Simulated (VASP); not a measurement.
A run of VASP 6.6.1 is set up as follows.

The input INCAR:

```
  PREC = Accurate
  ENCUT = 520
  EDIFF = 1E-6
  ISMEAR = -1
  SIGMA = 0.1
  LREAL = False
  LASPH = True
  NELM = 60
  ALGO = Normal
  ISIF = 2
  LWAVE = False
  LCHARG = False
  NBANDS = 13
```

File KPOINTS:

```
regular mesh
0
Gamma
  11 11 16
```

POSCAR

```
Si
1.0
    4.2969331762      0.0000000000      0.0000000000
   -2.1484665881      3.7212532889      0.0000000000
    0.0000000000      0.0000000000      2.4644474882
Si
3
Direct
    1.0000000000      0.0000000000      0.0000000000
    0.3333333333      0.6666666667      0.5000000000
    0.6666666667      0.3333333333      0.5000000000
```

Potentials or basis: VASP PAW LDA potentials, release 64 (Si).

The run is started by

```bash
$ cat potpaw_LDA.64/Si/POTCAR > POTCAR
$ mpirun -np 1 vasp_std > vasp.out
```

Task: Predict the band gap on the k mesh.

Result: Zero (band 6 reaches 14.14 eV, above the bottom of band 7 at 6.51 eV).

Task: What does it give for the pressure?

Result: 10.2 GPa.

Stress tensor (GPa, compression positive):
```
 9.79  0.00  0.00
 0.00  9.79  0.00
 0.00  0.00 10.97
```
